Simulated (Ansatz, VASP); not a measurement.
# One calculation of TiO2, two programs

File INCAR:

```
SYSTEM = TiO2
PREC = Accurate
ENCUT = 520
EDIFF = 1E-6
ISMEAR = 0
SIGMA = 0.05
LREAL = .FALSE.
LASPH = .TRUE.
NELM = 100
ALGO = Normal
ISIF = 2
LWAVE = .FALSE.
LCHARG = .TRUE.
GGA = PS
LELF = .TRUE.
LVHAR = .TRUE.
NBANDS = 60
```

The input KPOINTS:

```
Automatic mesh
0
G
  7 7 3
  0 0 0
```

Contents of POSCAR:

```
TiO2
1.0
   -3.7706690430      0.0000000000      0.0000000000
    0.0000000000     -3.7706690430      0.0000000000
    0.0000000000      0.0000000000      9.7963353711
Ti O
4 8
Direct
    0.0000000000      0.0000000000      0.8526702214
    0.5000000000      0.5000000000      0.3654300949
    0.5000000000      0.0000000000      0.6090501581
    0.0000000000      0.5000000000      0.1218100316
    0.5000000000      0.5000000000      0.5677513599
    1.0000000000      1.0000000000      0.0805112334
    0.5000000000      0.0000000000      0.8113714232
    1.0000000000      0.5000000000      0.3241312967
    0.5000000000      0.0000000000      0.4067288931
    0.0000000000      0.5000000000      0.8939690196
    0.0000000000      0.0000000000      0.6503489563
    0.5000000000      0.5000000000      0.1631088298
```

Input for Ansatz:

```yaml
crystal:
  lattice:
    - [-3.7706690482, 0.0, 0.0]
    - [0.0, -3.7706690482, 0.0]
    - [0.0, 0.0, 9.7963353315]
  atoms:
    - { symbol: Ti, position: [0.0, 0.0, 0.8526702213] }
    - { symbol: Ti, position: [0.5, 0.5, 0.3654300948] }
    - { symbol: Ti, position: [0.5, 0.0, 0.6090501581] }
    - { symbol: Ti, position: [0.0, 0.5, 0.1218100316] }
    - { symbol: O, position: [0.5, 0.5, 0.5677513612] }
    - { symbol: O, position: [1.0, 1.0, 0.0805112348] }
    - { symbol: O, position: [0.5, 0.0, 0.8113714245] }
    - { symbol: O, position: [0.0, 0.5, 0.324131298] }
    - { symbol: O, position: [0.5, 0.0, 0.4067288917] }
    - { symbol: O, position: [0.0, 0.5, 0.8939690181] }
    - { symbol: O, position: [0.5, 0.5, 0.1631088285] }
    - { symbol: O, position: [1.0, 1.0, 0.6503489549] }
basis:
  ecutwfc: 420
kpoints:
  mp_grid: { grid: [7, 7, 3] }
hamiltonian:
  xc: pbesol
scf:
  occupations: { method: gaussian, width: 0.05 }
output:
  forces: true
  stress: true
  eigenvalues: true
```

Alike in both runs: task single point; functional PBEsol; k mesh 7 × 7 × 3; occupations gaussian, width 0.05 eV; no spin polarisation.

```csv
,VASP,Ansatz
version,VASP 6.6.1,Ansatz 0.2.0
potentials or method,"VASP PAW PBE potentials, release 64 (Ti_sv, O), cutoff 520 eV","scalar-relativistic, plane waves, PAW"
valence electrons in the cell,96,96
```

```tsv
	VASP	Ansatz	Ansatz less VASP
gap on the k mesh at the Fermi level (eV)	1.91	1.93	+0.024
least direct gap on the mesh (eV)	2.09	2.11	+0.021
pressure (GPa)	-3.7	-4.3	-0.65
traceless stress, the component that is largest in VASP (GPa)	4.36	4.34	-0.023
rms of the force components (eV/Å)	0.299	0.295	-0.0047
```

VASP's potentials were made for PBE, not for PBEsol.
